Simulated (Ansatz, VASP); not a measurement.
MnO: VASP beside Ansatz

File INCAR:

```
SYSTEM = MnO
ALGO     = Normal         ! electronic algorithm
EDIFF    = 1E-7           ! SCF threshold, eV
ENCUT    = 520            ! plane-wave cutoff, eV
GGA      = PE             ! functional
ISIF     = 2              ! what is computed and relaxed
ISMEAR   = -1             ! smearing method
ISPIN    = 2              ! spin polarisation
LASPH    = .True.         ! aspherical terms in the spheres
LCHARG   = .False.        ! write CHGCAR
LDAU     = .True.         ! DFT+U
LDAUJ    = 0 0          
LDAUL    = 2 -1           ! shell
LDAUPRINT= 1            
LDAUTYPE = 2            
LDAUU    = 3.5 0          ! U, eV
LMAXMIX  = 4              ! l up to which the mixer works
LORBIT   = 11             ! projections on sites
LREAL    = .False.        ! projectors in reciprocal space
LWAVE    = .False.        ! write WAVECAR
MAGMOM   = 2.8 0          ! initial moments
NBANDS   = 20             ! bands
NELM     = 150            ! most SCF steps
PREC     = Accurate       ! precision mode
SIGMA    = 0.05           ! smearing width, eV
```

Contents of KPOINTS:

```
k-points
0
Gamma
  10 10 10
  0 0 0
```

The input POSCAR:

```
MnO
1.0
    0.0000000000      2.2230000000      2.2230000000
    2.2230000000      0.0000000000      2.2230000000
    2.2230000000      2.2230000000      0.0000000000
Mn O
1 1
Direct
    0.0000000000      0.0000000000      0.0000000000
    0.5000000000      0.5000000000      0.5000000000
```

Input for Ansatz:

```yaml
crystal:
  lattice:
    - [0.0, 2.223, 2.223]
    - [2.223, 0.0, 2.223]
    - [2.223, 2.223, 0.0]
  atoms:
    - { symbol: Mn, position: [0.0, 0.0, 0.0], spin: 2.8 }
    - { symbol: O, position: [0.5, 0.5, 0.5] }
basis:
  ecutwfc: 517.016338673772
kpoints:
  mp_grid:
    grid: [10, 10, 10]
hamiltonian:
  pseudopotentials:
    kind: paw
  hubbard:
    - { species: Mn, l: d, u_eff: 3.5 }
magnetization:
  spin_polarized: true
scf:
  occupations:
    method: fermi_dirac
    width: 0.05
output:
  stress: true
```

Alike in both runs: task single point; functional PBE; k mesh 10 × 10 × 10; occupations fermi-dirac, width 0.05 eV; collinear spin; Hubbard terms Mn d U = 3.5 eV.

```csv
,VASP,Ansatz
version,VASP 6.6.1,Ansatz 0.2.0
potentials or method,"VASP PAW PBE potentials, release 64 (Mn_pv, O), cutoff 520 eV","plane waves, PAW"
valence electrons in the cell,19,21
```

|  | VASP | Ansatz | Ansatz less VASP |
| --- | --- | --- | --- |
| pressure (GPa) | 7.4 | 8.9 | +1.44 |
| net moment per atom (μB) | 2.50 | 2.50 | 0.000 |
| size of the moment on the site where the two differ most (μB) | 4.61 | 4.27 | -0.340 |

Site moments also hang on the region over which each program counts them. The programs project onto different local orbitals, so the same U acts differently, and such runs can settle in different states. VASP's potentials hold 19 valence electrons a cell and Ansatz's 21, so a difference there can come from the potentials and not from the codes. Ansatz's warnings: filled band counts differ across k points.
